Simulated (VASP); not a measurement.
**Au: single point with revPBE**

Crystal: Au.

```
CELL_PARAMETERS angstrom
2.87656 0.00000 0.00000
0.00000 2.87656 0.00000
0.00000 0.00000 2.87656
ATOMIC_POSITIONS crystal
Au 0.00000 0.00000 0.00000
```

This cell differs from its parent crystal: volume scaled by 1.12.

```json
{
 "Program": "VASP 6.6.1",
 "Task": "single point",
 "Functional": "revPBE",
 "Potentials or basis": "VASP PAW PBE potentials, release 64 (Au)",
 "Cutoff": "520 eV",
 "k mesh": "13 × 13 × 13",
 "Occupations": "fermi-dirac, width 0.1 eV",
 "Spin": "no spin polarisation",
 "Dipole correction": "no",
 "Further INCAR settings": "ALGO = Normal; EDIFF = 1e-06; NBANDS = 12"
}
```

* Pressure: -7.7 GPa

Levels at points of the mesh, in eV from the Fermi level:
| k point | band 2 | band 3 | band 4 | band 5 | band 6 | band 7 | band 8 | band 9 | band 10 | band 11 |
| --- | --- | --- | --- | --- | --- | --- | --- | --- | --- | --- |
| (0.00, 0.00, 0.00) | -4.80 | -4.80 | -1.51 | -1.51 | -1.51 | 13.07 | 13.07 | 13.07 | 17.25 | 19.51 |

It took 7.7 s on 1 thread of Intel(R) Xeon(R) Platinum 8488C (Sapphire Rapids), with other jobs on the host, peak memory 0.15 GiB.

Caveat: the PAW data sets were made with another functional, which shifts forces and pressure a little; spin-orbit coupling is left out, which moves the levels of the heavy elements.
